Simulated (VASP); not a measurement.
# Ag (Fm-3m) in VASP: single point with r2SCAN

Aim: the single point of Ag with r2SCAN.

Program: VASP 6.6.1. These are calculated values, not measurements. Logs are shortened: lines on timing, memory, paths and dates and some standing lists are left out, and cuts for length are marked.

### 1 The cell of the first run

It takes space group Fm-3m (No. 225, cubic). Conventional cell: a = 4.104 Å, b = 4.104 Å, c = 4.104 Å, α = 90.00°, β = 90.00°, γ = 90.00°. Ag (site symmetry m-3m) has 12 Ag at 2.90 Å within 3.8 Å.

### 2 Single point, r2SCAN

The input, POSCAR:

```
Ag
1.0
    2.9020981785      0.0000000000      0.0000000000
    0.0000000000      4.1041866033      0.0000000000
    1.4510490892      2.0520933017      1.4510490892
Ag
1
Direct
    0.0000000000      0.0000000000      0.0000000000
```

The input, INCAR.step1:

```
PREC = Accurate
ENCUT = 520
ISMEAR = 0
SIGMA = 0.1
LREAL = False
LASPH = True
NELM = 100
NBANDS = 12
ISYM = 0
GGA = PE
ALGO = Normal
EDIFF = 1E-4
LWAVE = True
LCHARG = False
```

The input, INCAR.step2:

```
PREC = Accurate
ENCUT = 520
EDIFF = 1E-7
ISMEAR = 0
SIGMA = 0.1
LREAL = False
LASPH = True
NELM = 100
ALGO = Normal
ISIF = 2
LWAVE = False
LCHARG = True
METAGGA = R2SCAN
LMIXTAU = True
LELF = True
LVHAR = True
NBANDS = 12
ISYM = 0
ISTART = 1
```

The input, KPOINTS:

```
regular mesh
0
Gamma
  12 9 23
```

Potentials or basis: VASP PAW PBE potentials, release 64 (Ag).

The run is started by

```bash
cat potpaw_PBE.64/Ag/POTCAR > POTCAR
cp INCAR.step1 INCAR
mpirun -np 1 vasp_std > vasp.out
cp INCAR.step2 INCAR
mpirun -np 1 vasp_std > vasp.out
```

OUTCAR:

```text
PREC = Accurate
   ENCUT = 520
   EDIFF = 1E-7
   ISMEAR = 0
   LREAL = False
   LASPH = True
   NELM = 100
   ISIF = 2
   METAGGA = R2SCAN
   ISYM = 0
   ISTART = 1

 ion  position               nearest neighbor table
   1  0.000  0.000  0.000-

IMPORTANT INFORMATION: All symmetrisations will be switched off!
NOSYMM: (Re-)initialisation of all symmetry stuff for point group C_1.

----------------------------------------------------------------------------------------

                                     Primitive cell

  volume of cell :      17.2831

  direct lattice vectors                    reciprocal lattice vectors
     2.902098179  0.000000000  0.000000000     0.344578280  0.000000000 -0.344578280
     0.000000000  4.104186603  0.000000000     0.000000000  0.243653639 -0.344578280
     1.451049089  2.052093302  1.451049089     0.000000000  0.000000000  0.689156561

  length of vectors
     2.902098179  4.104186603  2.902098178     0.487307277  0.422020482  0.689156561

  position of ions in fractional coordinates (direct lattice)
     0.000000000  0.000000000  0.000000000

  ion indices of the primitive-cell ions
   primitive index   ion index
                 1           1

----------------------------------------------------------------------------------------

 KPOINTS: regular mesh

Automatic generation of k-mesh.
 Grid dimensions read from file:
 generate k-points for:   12    9   23

 Generating k-lattice:

  Cartesian coordinates                     Fractional coordinates (reciprocal lattice)
     0.028714857  0.000000000 -0.028714857     0.083333333  0.000000000  0.000000000
     0.000000000  0.027072627 -0.038286476     0.000000000  0.111111111  0.000000000
     0.000000000  0.000000000  0.029963329     0.000000000  0.000000000  0.043478261

  Length of vectors
     0.040608940  0.046891165  0.029963329

  Shift w.r.t. Gamma in fractional coordinates (k-lattice)
     0.000000000  0.000000000  0.000000000

 -----------------------------------------------------------------------------
|                                                                             |
|           W    W    AA    RRRRR   N    N  II  N    N   GGGG   !!!           |
|           W    W   A  A   R    R  NN   N  II  NN   N  G    G  !!!           |
|           W    W  A    A  R    R  N N  N  II  N N  N  G       !!!           |
|           W WW W  AAAAAA  RRRRR   N  N N  II  N  N N  G  GGG   !            |
|           WW  WW  A    A  R   R   N   NN  II  N   NN  G    G                |
|           W    W  A    A  R    R  N    N  II  N    N   GGGG   !!!           |
[... 74 lines left out ...]
   PSTRESS=    0.0 pullay stress
   NELECT =      11.0000    total number of electrons
   NUPDOWN=      -1.0000    fix difference up-down
   EMIN   =  10.00;   EMAX   =-10.00  energy-range for DOS
   EFERMI =   0.00;   METHOD = LEGACY
   ISMEAR =     0;   SIGMA  =   0.10  broadening in eV -4-tet -1-fermi 0-gaus
   EFERMI_NEDOS =   21; number of points for ismear=-14 and -15
   IALGO  =     38    algorithm
   IMIX   =      4    mixing-type and parameters
     AMIX     =   0.40;   BMIX     =  1.00
     AMIX_MAG =   1.60;   BMIX_MAG =  1.00
  volume/ion in A,a.u.               =      17.28       116.63
  Fermi-wavevector in a.u.,A,eV,Ry     =   1.408203  2.661118 26.980842  1.983036
  Thomas-Fermi vector in A             =   2.530385
   LORBIT       =      0    0 simple, 1 ext, 2 COOP (PROOUT), +10 PAW based schemes
   METAGGA = R2SCAN    functional components
   LHFCALC =     F    Hartree Fock is set to
   AEXX    =    0.0000 exact exchange contribution
   IVDW    =     0    specifies the selected vdW correction
   LEPSILON=     F    determine dielectric tensor
   LRPA    =     F    only Hartree local field effects (RPA)
 non-spin polarized calculation
 Gauss-broadening in eV      SIGMA  =   0.10
  energy-cutoff  :      520.00
  volume of cell :       17.28
 maximum number of plane-waves:       487
 NGX is ok and might be reduce to    24
   NGX = 11   NGY = 15   NGZ = 11

 number of electron      11.0000002 magnetization

 Free energy of the ion-electron system (eV)
  ---------------------------------------------------
  ext. energy  EPLUGINS =         0.00000000
  ---------------------------------------------------
  free energy    TOTEN  =       -21.35731927 eV

  energy without entropy =      -21.35588497  energy(sigma->0) =      -21.35660212

 E-fermi :   8.2363     XC(G=0): -12.8746

 val. band max:        8.2169514682   @ k =   0.1667   0.1111   0.3913
 cond. band min:       8.2545985320   @ k =   0.3333  -0.2222   0.2609
 fundamental gap:      0.0376470639
 Fermi energy:         8.2363046704

 k-point     1 :       0.0000    0.0000    0.0000
  band No.  band energies     occupation
      1       0.3889      2.00000
      2       3.1547      2.00000
      3       3.1561      2.00000
      4       3.1568      2.00000
      5       4.1754      2.00000
      6       4.1759      2.00000
      7      24.8650      0.00000
      8      28.5080      0.00000
      9      28.5096      0.00000
     10      28.5100      0.00000
     11      33.4358      0.00000
     12      34.3961      0.00000
[... 331 lines left out ...]
 k-point    24 :       0.3333    0.2222    0.0000
  band No.  band energies     occupation
      1       1.9232      2.00000
      2       2.3031      2.00000
      3       4.0086      2.00000
      4       4.3805      2.00000
      5       5.0035      2.00000
      6      11.1236      0.00000
      7      14.5946      0.00000
      8      16.7371      0.00000
      9      21.2002      0.00000
     10      25.5253      0.00000
     11      31.9185      0.00000
     12      36.7184      0.00000

 [... further k-points ...]

------------------------ aborting loop because EDIFF is reached ----------------------------------------

  FORCE on cell =-STRESS in cart. coord.  units (eV):
  Direction    XX          YY          ZZ          XY          YZ          ZX
  --------------------------------------------------------------------------------------
  -------------------------------------------------------------------------------------
  Total        0.0571211      0.0160708     -0.0209370      0.0055679     -0.0084977     -0.0015722
  in kB        5.2952469      1.4898002     -1.9409038      0.5161582     -0.7877499     -0.1457463
  external PRESSURE =       1.6147144 kB  Pullay stress =       0.0000000 kB

 VOLUME and BASIS-vectors are now :
 -----------------------------------------------------------------------------
  energy-cutoff  :      520.00
  volume of cell :       17.28
      direct lattice vectors                 reciprocal lattice vectors
     2.902098179  0.000000000  0.000000000     0.344578280  0.000000000 -0.344578280
     0.000000000  4.104186603  0.000000000     0.000000000  0.243653639 -0.344578280
     1.451049089  2.052093302  1.451049089     0.000000000  0.000000000  0.689156561

 POSITION                                       TOTAL-FORCE (eV/Angst)
 -----------------------------------------------------------------------------------
      0.00000      0.00000      0.00000        -0.000000      0.000000      0.000000
 -----------------------------------------------------------------------------------
    total drift:                               -0.000000      0.000000      0.000000

  FREE ENERGIE OF THE ION-ELECTRON SYSTEM (eV)
  ---------------------------------------------------
  free  energy   TOTEN  =       -21.3573192711 eV

  energy  without entropy=      -21.3558849670  energy(sigma->0) =      -21.35660212
```

OSZICAR.step1:

```text
N       E                     dE             d eps       ncg     rms          rms(c)
DAV:   1     0.521681299620E+02    0.52168E+02   -0.55018E+03 30136   0.827E+02
DAV:   2    -0.214276917882E+01   -0.54311E+02   -0.51405E+02 34536   0.194E+02
DAV:   3    -0.296204788814E+01   -0.81928E+00   -0.81864E+00 35200   0.252E+01
DAV:   4    -0.296456813778E+01   -0.25202E-02   -0.25201E-02 34432   0.146E+00
DAV:   5    -0.296458807361E+01   -0.19936E-04   -0.19935E-04 34480   0.117E-01    0.505E+00
DAV:   6    -0.272287617070E+01    0.24171E+00   -0.95784E-01 32528   0.875E+00    0.329E+00
DAV:   7    -0.271524408564E+01    0.76321E-02   -0.89162E-03 34588   0.898E-01    0.186E+00
DAV:   8    -0.271241650215E+01    0.28276E-02   -0.69942E-04 33848   0.197E-01    0.853E-02
DAV:   9    -0.271242440596E+01   -0.79038E-05   -0.86452E-06 19120   0.237E-02
   1 F= -.27124244E+01 E0= -.27116505E+01  d E =-.154788E-02
```

Run time: 15 min. Hardware: 1 thread of Intel Xeon Platinum 8259CL at 2.50GHz (Skylake/Cascade Lake), shared host; peak memory 0.37 GiB.

Results:

| Item | Value |
| --- | --- |
| Free energy | -21.3573 eV |
| Pressure | 0.2 GPa |
| Band gap on the k mesh | zero (an odd number of electrons rules out a gap without spin polarisation) |

Caveat: the PAW data sets were made with another functional, which shifts forces and pressure a little.

The gap in the log of VASP goes by the Fermi energy; the results here count the filled bands.